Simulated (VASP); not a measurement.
# Ti3C2 (P6_3/mmc) in VASP: a series of runs

The runs below take Ti3C2 through single point, with PBEsol.

All numbers are computed with VASP 6.6.1; they aren't measurements. Logs are shortened: lines on timing, memory, paths and dates and some standing lists are left out, and cuts for length are marked.

**1. The cell of the first run**

The structure is hexagonal, space group P6_3/mmc (No. 194). The conventional cell has a = 3.092 Å, b = 3.092 Å, c = 15.376 Å, α = 90.00°, β = 90.00°, γ = 120.00°. Within 2.7 Å of Ti (site symmetry 3m) lie 3 C at 2.07 Å. Within 3.1 Å of Ti (site symmetry -3m) lie 6 C at 2.21 Å and 12 Ti at 2.95 to 3.09 Å. Within 2.7 Å of C (site symmetry 3m) lie 6 Ti at 2.07 to 2.21 Å.

**2. Single point, PBEsol (12.73 Å³/atom)**

Input file INCAR:

```
SYSTEM = Ti3C2
PREC = Accurate
ENCUT = 520
EDIFF = 1E-6
ISMEAR = 0
SIGMA = 0.1
LREAL = .FALSE.
LASPH = .TRUE.
NELM = 60
ALGO = Normal
ISIF = 2
LWAVE = .FALSE.
LCHARG = .FALSE.
GGA = PS
NBANDS = 55
```

Input file KPOINTS:

```
Automatic mesh
0
G
  12 12 4
  0 0 0
```

Input file POSCAR:

```
Ti3C2
1.0
    3.0918811677      0.0000000000      0.0000000000
   -1.5459405838      2.6776476367      0.0000000000
    0.0000000000      0.0000000000     15.3762687575
Ti C
6 4
Direct
    0.3333333333      0.6666666667      0.8474876932
    0.6666666667      0.3333333333      0.3474876932
    0.6666666667      0.3333333333      0.1525123068
    0.3333333333      0.6666666667      0.6525123068
    0.0000000000      0.0000000000      0.0000000000
    0.0000000000      0.0000000000      0.5000000000
    0.6666666667      0.3333333333      0.9156271249
    0.3333333333      0.6666666667      0.4156271249
    0.6666666667      0.3333333333      0.5843728751
    0.3333333333      0.6666666667      0.0843728751
```

Potentials or basis: VASP PAW PBE potentials, release 64 (Ti_sv, C).

Run with:

```console
$ cat potpaw_PBE.64/Ti_sv/POTCAR potpaw_PBE.64/C/POTCAR > POTCAR
$ mpirun -np 1 vasp_std > vasp.out
```

OUTCAR:

```text
SYSTEM = Ti3C2
   PREC = Accurate
   ENCUT = 520
   EDIFF = 1E-6
   ISMEAR = 0
   LREAL = .FALSE.
   LASPH = .TRUE.
   NELM = 60
   ISIF = 2
   GGA = PS

 ion  position               nearest neighbor table
   1  0.333  0.667  0.847-   7 2.07   7 2.07   7 2.07
   2  0.667  0.333  0.347-   8 2.07   8 2.07   8 2.07
   3  0.667  0.333  0.153-  10 2.07  10 2.07  10 2.07
   4  0.333  0.667  0.653-   9 2.07   9 2.07   9 2.07
   5  0.000  0.000  0.000-   7 2.21  10 2.21  10 2.21   7 2.21   7 2.21  10 2.21
   6  0.000  0.000  0.500-   8 2.21   9 2.21   8 2.21   9 2.21   9 2.21   8 2.21
   7  0.667  0.333  0.916-   1 2.07   1 2.07   1 2.07   5 2.21   5 2.21   5 2.21
   8  0.333  0.667  0.416-   2 2.07   2 2.07   2 2.07   6 2.21   6 2.21   6 2.21
   9  0.667  0.333  0.584-   4 2.07   4 2.07   4 2.07   6 2.21   6 2.21   6 2.21
  10  0.333  0.667  0.084-   3 2.07   3 2.07   3 2.07   5 2.21   5 2.21   5 2.21

  LATTYP: Found a hexagonal cell.
 ALAT       =     3.0918811677
 C/A-ratio  =     4.9731111655

  Lattice vectors:

 A1 = (   3.0918811677,   0.0000000000,   0.0000000000)
 A2 = (  -1.5459405838,   2.6776476367,   0.0000000000)
 A3 = (   0.0000000000,   0.0000000000,  15.3762687575)

Analysis of symmetry for initial positions (statically):
=====================================================================
 Subroutine PRICEL returns:
 Original cell was already a primitive cell.

 Routine SETGRP: Setting up the symmetry group for a
 hexagonal supercell.

 Subroutine GETGRP returns: Found 24 space group operations
 (whereof 12 operations were pure point group operations)
 out of a pool of 24 trial point group operations.

The static configuration has the point symmetry D_3d.
 The point group associated with its full space group is D_6h.

Analysis of symmetry for dynamics (positions and initial velocities):
=====================================================================
 Subroutine PRICEL returns:
 Original cell was already a primitive cell.

 Routine SETGRP: Setting up the symmetry group for a
 hexagonal supercell.

 Subroutine GETGRP returns: Found 24 space group operations
 (whereof 12 operations were pure point group operations)
 out of a pool of 24 trial point group operations.

The dynamic configuration has the point symmetry D_3d.
 The point group associated with its full space group is D_6h.

 Subroutine INISYM returns: Found 24 space group operations
 (whereof 12 operations are pure point group operations),
 and found     1 'primitive' translations

----------------------------------------------------------------------------------------

                                     Primitive cell

  volume of cell :     127.2996

  direct lattice vectors                    reciprocal lattice vectors
     3.091881168  0.000000000  0.000000000     0.323427695  0.186731067  0.000000000
    -1.545940584  2.677647637  0.000000000     0.000000000  0.373462134  0.000000000
     0.000000000  0.000000000 15.376268758     0.000000000  0.000000000  0.065035284

  length of vectors
     3.091881168  3.091881168 15.376268758     0.373462134  0.373462134  0.065035284

  position of ions in fractional coordinates (direct lattice)
     0.333333333  0.666666667  0.847487693
     0.666666667  0.333333333  0.347487693
     0.666666667  0.333333333  0.152512307
     0.333333333  0.666666667  0.652512307
     0.000000000  0.000000000  0.000000000
     0.000000000  0.000000000  0.500000000
     0.666666667  0.333333333  0.915627125
     0.333333333  0.666666667  0.415627125
     0.666666667  0.333333333  0.584372875
     0.333333333  0.666666667  0.084372875

  ion indices of the primitive-cell ions
   primitive index   ion index
                 1           1
                 2           2
                 3           3
                 4           4
                 5           5
                 6           6
                 7           7
                 8           8
                 9           9
                10          10

----------------------------------------------------------------------------------------

 KPOINTS: Automatic mesh

Automatic generation of k-mesh.
 Grid dimensions read from file:
 generate k-points for:   12   12    4

 Generating k-lattice:

  Cartesian coordinates                     Fractional coordinates (reciprocal lattice)
     0.026952308  0.015560922  0.000000000     0.083333333  0.000000000  0.000000000
     0.000000000  0.031121844  0.000000000     0.000000000  0.083333333  0.000000000
     0.000000000  0.000000000  0.016258821     0.000000000  0.000000000  0.250000000

  Length of vectors
     0.031121844  0.031121844  0.016258821

  Shift w.r.t. Gamma in fractional coordinates (k-lattice)
     0.000000000  0.000000000  0.000000000

 Subroutine IBZKPT returns following result:
 ===========================================

 Found     57 irreducible k-points:

 Following reciprocal coordinates:
            Coordinates               Weight
  0.000000  0.000000  0.000000      1.000000
  0.083333  0.000000  0.000000      6.000000
  0.166667  0.000000  0.000000      6.000000
  0.250000  0.000000  0.000000      6.000000
  0.333333  0.000000  0.000000      6.000000
  0.416667  0.000000  0.000000      6.000000
[... 16 lines left out ...]
  0.250000  0.000000  0.250000     12.000000
  0.333333  0.000000  0.250000     12.000000
 [... further k-points ...]
   k-points           NKPTS =     57   k-points in BZ     NKDIM =     57   number of bands    NBANDS=     55
   number of dos      NEDOS =    301   number of ions     NIONS =     10
   total plane-waves  NPLWV =  69120
   dimension x,y,z NGX =    24 NGY =   24 NGZ =  120
   dimension x,y,z NGXF=    48 NGYF=   48 NGZF=  240
   ions per type =               6   4
   NGX,Y,Z   is equivalent  to a cutoff of  12.90, 12.90, 12.97 a.u.
   NGXF,Y,Z  is equivalent  to a cutoff of  25.81, 25.81, 25.95 a.u.
 SYSTEM =  Ti3C2
   PREC   = accura    normal or accurate (medium, high low for compatibility)
   ISTART =      0    job   : 0-new  1-cont  2-samecut
   ICHARG =      2    charge: 1-file 2-atom 10-const
   ISPIN  =      1    spin polarized calculation?
   LNONCOLLINEAR =      F non collinear calculations
   LSORBIT =      F    spin-orbit coupling
   LASPH  =      T    aspherical Exc in radial PAW
   ENCUT  =  520.0 eV  38.22 Ry    6.18 a.u.   5.75  5.75 28.59*2*pi/ulx,y,z
   NELM   =     60;   NELMIN=  2; NELMDL= -5     # of ELM steps
   EDIFF  = 0.1E-05   stopping-criterion for ELM
   LREAL  =      F    real-space projection
   EDIFFG = 0.1E-04   stopping-criterion for IOM
   NSW    =      0    number of steps for IOM
   IBRION =     -1    ionic relax: 0-MD 1-quasi-New 2-CG
   NFREE  =      0    steps in history (QN), initial steepest desc. (CG)
   ISIF   =      2    stress and relaxation
   ISYM   =      2    0-nonsym 1-usesym 2-fastsym
   POTIM  = 0.5000    time-step for ionic-motion
   TEBEG  =    0.0;   TEEND  =   0.0 temperature during run
   PSTRESS=    0.0 pullay stress
   NELECT =      88.0000    total number of electrons
   NUPDOWN=      -1.0000    fix difference up-down
   EMIN   =  10.00;   EMAX   =-10.00  energy-range for DOS
   EFERMI =   0.00;   METHOD = LEGACY
   ISMEAR =     0;   SIGMA  =   0.10  broadening in eV -4-tet -1-fermi 0-gaus
   EFERMI_NEDOS =   21; number of points for ismear=-14 and -15
   IALGO  =     38    algorithm
   IMIX   =      4    mixing-type and parameters
     AMIX     =   0.40;   BMIX     =  1.00
     AMIX_MAG =   1.60;   BMIX_MAG =  1.00
  volume/ion in A,a.u.               =      12.73        85.91
  Fermi-wavevector in a.u.,A,eV,Ry     =   1.447527  2.735429 28.508754  2.095334
  Thomas-Fermi vector in A             =   2.565472
   LORBIT       =      0    0 simple, 1 ext, 2 COOP (PROOUT), +10 PAW based schemes
   GGA     = PS    functional components
   LHFCALC =     F    Hartree Fock is set to
   AEXX    =    0.0000 exact exchange contribution
   IVDW    =     0    specifies the selected vdW correction
   LEPSILON=     F    determine dielectric tensor
   LRPA    =     F    only Hartree local field effects (RPA)
 non-spin polarized calculation
 Gauss-broadening in eV      SIGMA  =   0.10
  energy-cutoff  :      520.00
  volume of cell :      127.30
 maximum number of plane-waves:      3456
 NGX is ok and might be reduce to    24
   NGX = 11   NGY = 11   NGZ = 57

 number of electron      87.9999985 magnetization

 Free energy of the ion-electron system (eV)
  ---------------------------------------------------
  ext. energy  EPLUGINS =         0.00000000
  ---------------------------------------------------
  free energy    TOTEN  =       -96.06587161 eV

  energy without entropy =      -96.04958033  energy(sigma->0) =      -96.05772597

 E-fermi :   8.1678     XC(G=0): -11.8694

 val. band max:        8.1582889461   @ k =   0.3333   0.2500   0.0000
 cond. band min:       8.1699461061   @ k =   0.0833   0.0833   0.2500
 fundamental gap:      0.0116571600
 Fermi energy:         8.1678279940

 k-point     1 :       0.0000    0.0000    0.0000
  band No.  band energies     occupation
      1     -48.6173      2.00000
      2     -48.6094      2.00000
      3     -48.6034      2.00000
      4     -48.5950      2.00000
      5     -48.3946      2.00000
      6     -48.3940      2.00000
[... 47 lines left out ...]
     54       9.7358      0.00000
     55       9.7801      0.00000

 k-point     2 :       0.0833    0.0000    0.0000
  band No.  band energies     occupation
      1     -48.6140      2.00000
      2     -48.6066      2.00000
      3     -48.6000      2.00000
      4     -48.5921      2.00000
      5     -48.3922      2.00000
      6     -48.3916      2.00000
[... 47 lines left out ...]
     54       9.6988      0.00000
     55       9.8910      0.00000
[... 1216 lines left out ...]
     54       9.8946      0.00000
     55      10.0666      0.00000

 k-point    24 :       0.3333    0.0000    0.2500
  band No.  band energies     occupation
      1     -48.5793      2.00000
      2     -48.5774      2.00000
      3     -48.5652      2.00000
      4     -48.5632      2.00000
      5     -48.3670      2.00000
      6     -48.3669      2.00000
[... 47 lines left out ...]
     54      10.1939      0.00000
     55      10.4490      0.00000

 [... further k-points ...]
[... 5 lines left out ...]
  --------------------------------------------------------------------------------------
  -------------------------------------------------------------------------------------
  Total       -5.7845521     -5.7845521     -5.8105781     -0.0000000      0.0000000     -0.0000000
  in kB      -72.8036475    -72.8036475    -73.1312079     -0.0000000      0.0000000     -0.0000000
  external PRESSURE =     -72.9128343 kB  Pullay stress =       0.0000000 kB

 VOLUME and BASIS-vectors are now :
 -----------------------------------------------------------------------------
  energy-cutoff  :      520.00
  volume of cell :      127.30
      direct lattice vectors                 reciprocal lattice vectors
     3.091881168  0.000000000  0.000000000     0.323427695  0.186731067  0.000000000
    -1.545940584  2.677647637  0.000000000     0.000000000  0.373462134  0.000000000
     0.000000000  0.000000000 15.376268758     0.000000000  0.000000000  0.065035284

 POSITION                                       TOTAL-FORCE (eV/Angst)
 -----------------------------------------------------------------------------------
     -0.00000      1.78510     13.03120        -0.000000      0.000000     -0.021513
      1.54594      0.89255      5.34306         0.000000      0.000000     -0.021513
      1.54594      0.89255      2.34507         0.000000     -0.000000      0.021513
     -0.00000      1.78510     10.03320        -0.000000      0.000000      0.021513
      0.00000      0.00000      0.00000        -0.000000      0.000000     -0.000000
      0.00000      0.00000      7.68813        -0.000000      0.000000     -0.000000
      1.54594      0.89255     14.07893         0.000000     -0.000000      0.003248
     -0.00000      1.78510      6.39079        -0.000000      0.000000      0.003248
      1.54594      0.89255      8.98547         0.000000     -0.000000     -0.003248
     -0.00000      1.78510      1.29734        -0.000000      0.000000     -0.003248
 -----------------------------------------------------------------------------------
    total drift:                                0.000000     -0.000000      0.000000

  FREE ENERGIE OF THE ION-ELECTRON SYSTEM (eV)
  ---------------------------------------------------
  free  energy   TOTEN  =       -96.0658716097 eV

  energy  without entropy=      -96.0495803287  energy(sigma->0) =      -96.05772597
```

Run time: 12 min. Hardware: 1 thread of Intel Xeon 6975P-C (Granite Rapids), shared host; peak memory 0.43 GiB.

Results:

* Free energy: -96.0659 eV
* Pressure: -7.3 GPa
* Largest force: 0.022 eV/Å
* Band gap on the k mesh: zero (bands 44 and 45 overlap by 0.58 eV)

Forces on the atoms (eV/Å):
```
Ti   0.000  0.000 -0.022
Ti   0.000  0.000 -0.022
Ti   0.000  0.000  0.022
Ti   0.000  0.000  0.022
Ti   0.000  0.000  0.000
Ti   0.000  0.000  0.000
C    0.000  0.000  0.003
C    0.000  0.000  0.003
C    0.000  0.000 -0.003
C    0.000  0.000 -0.003
```

Caveat: the cell stands under tension; the PAW data sets were made with another functional, which shifts forces and pressure a little.

**3. Single point, PBEsol (13.21 Å³/atom)**

This run uses another cell than the first one, of 13.21 Å³/atom.

Input file INCAR:

```
SYSTEM = Ti3C2
  PREC = Accurate
  ENCUT = 520
  EDIFF = 1E-6
  ISMEAR = 0
  SIGMA = 0.1
  LREAL = .FALSE.
  LASPH = .TRUE.
  NELM = 100
  ALGO = Normal
  ISIF = 2
  LWAVE = .FALSE.
  LCHARG = .FALSE.
  GGA = PS
  NBANDS = 55
```

Input file KPOINTS:

```
regular mesh
0
G
  12 12 4
  0 0 0
```

Input file POSCAR:

```
Ti3C2
1.0
    3.1208876975      0.0000000000      0.0000000000
   -1.5604438488      2.7027680283      0.0000000000
    0.0000000000      0.0000000000     15.6612739663
Ti C
6 4
Direct
    0.3333333333      0.6666666667      0.8503584863
    0.6666666667      0.3333333333      0.3503584863
    0.6666666667      0.3333333333      0.1496415137
    0.3333333333      0.6666666667      0.6496415137
    0.0000000000      0.0000000000      0.0000000000
    0.0000000000      0.0000000000      0.5000000000
    0.6666666667      0.3333333333      0.9166168085
    0.3333333333      0.6666666667      0.4166168085
    0.6666666667      0.3333333333      0.5833831915
    0.3333333333      0.6666666667      0.0833831915
```

Potentials or basis: VASP PAW PBE potentials, release 64 (Ti_sv, C).

Run with:

```console
$ cat potpaw_PBE.64/Ti_sv/POTCAR potpaw_PBE.64/C/POTCAR > POTCAR
$ mpirun -np 1 vasp_std > vasp.out
```

Run time: 11 min. Hardware: 1 thread of Intel Xeon 6975P-C (Granite Rapids), shared host; peak memory 0.42 GiB.

The run converged. Its results:

```yaml
Free_energy: -95.7924 eV
Pressure: -10.7 GPa
Largest_force: 0.021 eV/Å
Band_gap_on_the_k_mesh: zero (bands 44 and 45 overlap by 0.52 eV)
```

Forces on the atoms (eV/Å):
```
Ti   0.000  0.000 -0.021
Ti   0.000  0.000 -0.021
Ti   0.000  0.000  0.021
Ti   0.000  0.000  0.021
Ti   0.000  0.000  0.000
Ti   0.000  0.000  0.000
C    0.000  0.000  0.004
C    0.000  0.000  0.004
C    0.000  0.000 -0.004
C    0.000  0.000 -0.004
```

Levels at points of the mesh, in eV from the Fermi level:
| k point | band 41 | band 42 | band 43 | band 44 | band 45 | band 46 | band 47 | band 48 |
| --- | --- | --- | --- | --- | --- | --- | --- | --- |
| (0.00, 0.00, 0.00) | -1.89 | -1.63 | 0.30 | 0.30 | 0.37 | 0.37 | 0.42 | 0.55 |
| (0.50, 0.00, 0.00) | -1.78 | -1.66 | -0.79 | -0.79 | 0.47 | 0.72 | 1.55 | 1.58 |
| (0.00, 0.00, 0.50) | -1.79 | -1.79 | 0.33 | 0.33 | 0.33 | 0.33 | 0.48 | 0.48 |
| (0.50, 0.00, 0.50) | -1.72 | -1.72 | -0.79 | -0.79 | 0.58 | 0.58 | 1.57 | 1.57 |

Caveat: the cell stands under tension; the PAW data sets were made with another functional, which shifts forces and pressure a little.

**4. Single point, PBEsol (12.73 Å³/atom)**

Input file INCAR:

```
SYSTEM = Ti3C2
PREC = Accurate
ENCUT = 520
EDIFF = 1E-6
ISMEAR = 0
SIGMA = 0.1
LREAL = .FALSE.
LASPH = .TRUE.
NELM = 60
ALGO = Fast
ISIF = 2
LWAVE = .FALSE.
LCHARG = .FALSE.
GGA = PS
NBANDS = 55
```

Input file KPOINTS:

```
Automatic mesh
0
G
  12 12 4
  0 0 0
```

Input file POSCAR:

```
Ti3C2
1.0
    3.0918811673      0.0000000000      0.0000000000
   -1.5459405837      2.6776476363      0.0000000000
    0.0000000000      0.0000000000     15.3762688816
Ti C
6 4
Direct
    0.3333333333      0.6666666667      0.8474876950
    0.6666666667      0.3333333333      0.3474876950
    0.6666666667      0.3333333333      0.1525123050
    0.3333333333      0.6666666667      0.6525123050
    0.0000000000      0.0000000000      0.0000000000
    0.0000000000      0.0000000000      0.5000000000
    0.6666666667      0.3333333333      0.9156271252
    0.3333333333      0.6666666667      0.4156271252
    0.6666666667      0.3333333333      0.5843728748
    0.3333333333      0.6666666667      0.0843728748
```

Run with:

```console
$ cat potpaw_PBE.64/Ti_sv/POTCAR potpaw_PBE.64/C/POTCAR > POTCAR
$ mpirun -np 1 vasp_std > vasp.out
```

It took 33 min on 1 thread of Oxide Virtual Turin-like, shared host; peak memory 0.41 GiB.

It converged, with:

| Property | Result |
| --- | --- |
| Free energy | -96.0659 eV |
| Pressure | -7.3 GPa |
| Largest force | 0.022 eV/Å |
| Band gap on the k mesh | zero (bands 44 and 45 overlap by 0.58 eV) |

Forces on the atoms (eV/Å):
```
Ti   0.000  0.000 -0.022
Ti   0.000  0.000 -0.022
Ti   0.000  0.000  0.022
Ti   0.000  0.000  0.022
Ti   0.000  0.000  0.000
Ti   0.000  0.000  0.000
C    0.000  0.000  0.003
C    0.000  0.000  0.003
C    0.000  0.000 -0.003
C    0.000  0.000 -0.003
```

Levels at points of the mesh, in eV from the Fermi level:
| k point | band 41 | band 42 | band 43 | band 44 | band 45 | band 46 | band 47 | band 48 |
| --- | --- | --- | --- | --- | --- | --- | --- | --- |
| (0.00, 0.00, 0.00) | -1.85 | -1.68 | 0.32 | 0.32 | 0.33 | 0.42 | 0.42 | 0.52 |
| (0.50, 0.00, 0.00) | -1.86 | -1.69 | -0.95 | -0.94 | 0.39 | 0.65 | 1.74 | 1.83 |
| (0.00, 0.00, 0.50) | -1.83 | -1.83 | 0.36 | 0.36 | 0.36 | 0.36 | 0.43 | 0.43 |
| (0.50, 0.00, 0.50) | -1.78 | -1.78 | -0.94 | -0.94 | 0.51 | 0.51 | 1.81 | 1.81 |

Caveat: the cell stands under tension; the PAW data sets were made with another functional, which shifts forces and pressure a little.

(Continued in part 2 of 2.)

The gap in the log of VASP goes by the Fermi energy; the results here count the filled bands.